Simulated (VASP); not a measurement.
Wanted: the native input for a VASP 6.6.1 run.

```yaml
Task: single point
Functional: PBEsol
Potentials_or_basis: VASP PAW PBE potentials, release 64 (Mg, O)
Cutoff: 520 eV
k_mesh: 10 × 10 × 10
Occupations: gaussian, width 0.05 eV
Spin: no spin polarisation
Dipole_correction: no
Further_INCAR_settings: ALGO = Normal; EDIFF = 1e-06; NBANDS = 11
```

The structure of MgO lies in POSCAR:

```
MgO
1.0
    0.0000000000      2.1071057202      1.9806793770
    2.1071057202      0.0000000000      1.9806793770
    2.1071057202      2.1071057202      0.0000000000
Mg O
1 1
Direct
    0.0000000000      0.0000000000      0.0000000000
    0.5000000000      0.5000000000      0.5000000000
```

This cell differs from its parent crystal: strain -0.0600 x Voigt [0, 0, 1, 0, 0, 0].

The input as run:

INCAR

```
PREC = Accurate
ENCUT = 520
EDIFF = 1E-6
ISMEAR = 0
SIGMA = 0.05
LREAL = False
LASPH = True
NELM = 80
ALGO = Normal
ISIF = 2
LWAVE = False
LCHARG = False
GGA = PS
NBANDS = 11
```

KPOINTS

```
regular mesh
0
Gamma
  10 10 10
```

Potentials or basis: VASP PAW PBE potentials, release 64 (Mg, O).

Run with:

```console
$ cat potpaw_PBE.64/Mg/POTCAR potpaw_PBE.64/O/POTCAR > POTCAR
$ mpirun -np 1 vasp_std > vasp.out
```

Results of the run:

- Pressure: 12.3 GPa
- Band gap on the k mesh: 5.16 eV, direct

Caveat: the cell differs from its parent crystal (strain -0.0600 x Voigt [0, 0, 1, 0, 0, 0]); the PAW data sets were made with another functional, which shifts forces and pressure a little.

It used 20 s of CPU time on 1 thread of AMD EPYC 7R13 Processor (Zen 3), on a shared host.
